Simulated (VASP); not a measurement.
Write the native input for VASP 6.6.1 that does the following.

* Task: relaxation of cell and atoms
* Functional: PBEsol
* Potentials or basis: VASP PAW PBE potentials, release 64 (I)
* Cutoff: 600 eV
* k mesh: 14 × 14 × 14
* Occupations: gaussian, width 0.1 eV
* Spin: no spin polarisation
* Dipole correction: no
* Further INCAR settings: ALGO = Normal; EDIFF = 1e-06; IBRION = 2; EDIFFG = -0.005; NSW = 100; ISIF = 3

The structure of I lies in POSCAR:

```
I
1.0
    0.0000000000      2.3656004428      3.9098401324
    2.1922454667      0.0000000000      3.9098401324
    2.1922454667      2.3656004428      0.0000000000
I
1
Direct
    0.0000000000      0.0000000000      0.0000000000
```

One way to write it, as run:

INCAR

```
SYSTEM = I
ALGO = Normal
EDIFF = 1E-6
EDIFFG = -0.005
ENCUT = 600
GGA = PS
IBRION = 2
ISIF = 3
ISMEAR = 0
LASPH = .TRUE.
LCHARG = .FALSE.
LREAL = .FALSE.
LWAVE = .FALSE.
NELM = 80
NSW = 100
PREC = Accurate
SIGMA = 0.1
```

KPOINTS

```
k-points
0
G
  14 14 14
  0 0 0
```

Potentials or basis: VASP PAW PBE potentials, release 64 (I).

Launch:

```bash
$ cat potpaw_PBE.64/I/POTCAR > POTCAR
$ mpirun -np 1 vasp_std > vasp.out
```

It gave:

* Relaxed volume: 37.99 Å³/atom
* Relaxed cell: a = 4.391 Å, b = 4.391 Å, c = 3.172 Å, α = 68.83°, β = 68.82°, γ = 42.35°
* Space group after relaxing (to 0.1 Å): I4/mmm (No. 139)
* Energy gained by relaxing: 10.5 meV/atom
* Ionic steps: 41
* Pressure after relaxing: 0.0 GPa
* Band gap on the k mesh: zero (an odd number of electrons rules out a gap without spin polarisation)

Caveat: the PAW data sets were made with another functional, which shifts forces and pressure a little; spin-orbit coupling is left out, which moves the levels of the heavy elements; an odd number of electrons without spin polarisation forces a metal; a magnetic or distorted state may lie lower.

Run time: 26 min on 1 thread of Intel(R) Xeon(R) Platinum 8488C (Sapphire Rapids), with other jobs on the host, peak memory 0.31 GiB.
